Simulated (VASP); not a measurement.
CdS (Hawleyite), 2 atoms in the cell. The structure is cubic, space group F-43m (No. 216). The conventional cell has a = 5.833 Å, b = 5.833 Å, c = 5.833 Å, α = 90.00°, β = 90.00°, γ = 90.00°. Cd (site symmetry -43m) has 4 S at 2.53 Å within 3.3 Å. Within 3.3 Å of S (site symmetry -43m) lie 4 Cd at 2.53 Å. 

```yaml
Program: VASP 6.6.1
Task: single point
Functional: PBE
Potentials_or_basis: VASP PAW PBE potentials, release 64 (Cd, S)
Cutoff: 500 eV
k_mesh: 4 × 4 × 4
Occupations: fermi-dirac, width 0.04 eV
Spin: no spin polarisation
Dipole_correction: no
Further_INCAR_settings: ALGO = Normal; EDIFF = 1e-06; NBANDS = 16
```

Potentials or basis: VASP PAW PBE potentials, release 64 (Cd, S).

Run with:

```bash
$ cat potpaw_PBE.64/Cd/POTCAR potpaw_PBE.64/S/POTCAR > POTCAR
$ mpirun -np 1 vasp_std > vasp.out
```

Hardware: 1 thread of Intel(R) Xeon(R) Platinum 8259CL CPU @ 2.50GHz (Skylake/Cascade Lake) (shared host).

Problem. How long does it take, and how much memory?

Solution. It took 12 s on 1 thread of Intel(R) Xeon(R) Platinum 8259CL CPU @ 2.50GHz (Skylake/Cascade Lake) (shared host), peak memory 0.16 GiB. Counts: scf iterations 14, k points 8.
